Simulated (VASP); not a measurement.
Wanted: the native input for a VASP 6.6.1 run.

```yaml
Task: single point
Functional: LDA
Potentials_or_basis: VASP PAW LDA potentials, release 64 (Ta_pv, N)
Cutoff: 520 eV
k_mesh: 10 × 10 × 6
Occupations: fermi-dirac, width 0.05 eV
Spin: no spin polarisation
Dipole_correction: no
Further_INCAR_settings: ALGO = Normal; EDIFF = 1e-06; NBANDS = 20
```

The structure of Ta2N lies in POSCAR:

```
Ta2N
1.0
    3.0493158896      0.0000000000      0.0000000000
   -1.5246579448      2.6407850245      0.0000000000
    0.0000000000      0.0000000000      4.7704285953
Ta N
2 1
Direct
    0.3333333333      0.6666666667      0.2547110000
    0.6666666667      0.3333333333      0.7452890000
    0.0000000000      0.0000000000      0.0000000000
```

These files were run (other wordings do the same):

INCAR

```
  ALGO = Normal
  EDIFF = 1E-6
  ENCUT = 520
  ISIF = 2
  ISMEAR = -1
  LASPH = True
  LCHARG = False
  LREAL = False
  LWAVE = False
  NBANDS = 20
  NELM = 60
  PREC = Accurate
  SIGMA = 0.05
```

KPOINTS

```
k-points
0
Gamma
  10 10 6
```

Potentials or basis: VASP PAW LDA potentials, release 64 (Ta_pv, N).

Launch:

```sh
$ cat potpaw_LDA.64/Ta_pv/POTCAR potpaw_LDA.64/N/POTCAR > POTCAR
$ mpirun -np 1 vasp_std > vasp.out
```

Results of the run:

- Pressure: 5.1 GPa
- Largest force: 0.024 eV/Å

It took 18 s on 1 thread of Intel(R) Xeon(R) Platinum 8559C (Emerald Rapids) (shared host), peak memory 0.17 GiB.
